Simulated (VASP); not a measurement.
Cd, 2 atoms in the cell. It takes space group P6_3/mmc (No. 194, hexagonal). Conventional cell: a = 2.600 Å, b = 2.600 Å, c = 4.258 Å, α = 90.00°, β = 90.00°, γ = 120.00°. Cd (site symmetry -6m2) has 12 Cd at 2.60 Å within 3.4 Å.  This cell differs from its parent crystal: volume scaled by 0.6.

| Item | Value |
| --- | --- |
| Program | VASP 6.6.1 |
| Task | single point |
| Functional | PBEsol |
| Potentials or basis | VASP PAW PBE potentials, release 64 (Cd) |
| Cutoff | 520 eV |
| k mesh | 14 × 14 × 8 |
| Occupations | fermi-dirac, width 0.05 eV |
| Spin | no spin polarisation |
| Dipole correction | no |
| Further INCAR settings | ALGO = Normal; EDIFF = 1e-07; NBANDS = 19 |

Potentials or basis: VASP PAW PBE potentials, release 64 (Cd).

Run with:

```console
$ cat potpaw_PBE.64/Cd/POTCAR > POTCAR
$ mpirun -np 1 vasp_std > vasp.out
```

Hardware: 1 thread of Intel(R) Xeon(R) 6975P-C (Granite Rapids), with other jobs on the host.

Estimate the wall time of this run.

It took 17 s on 1 thread of Intel(R) Xeon(R) 6975P-C (Granite Rapids), with other jobs on the host, peak memory 0.16 GiB. Counts: scf iterations 13, k points 120.
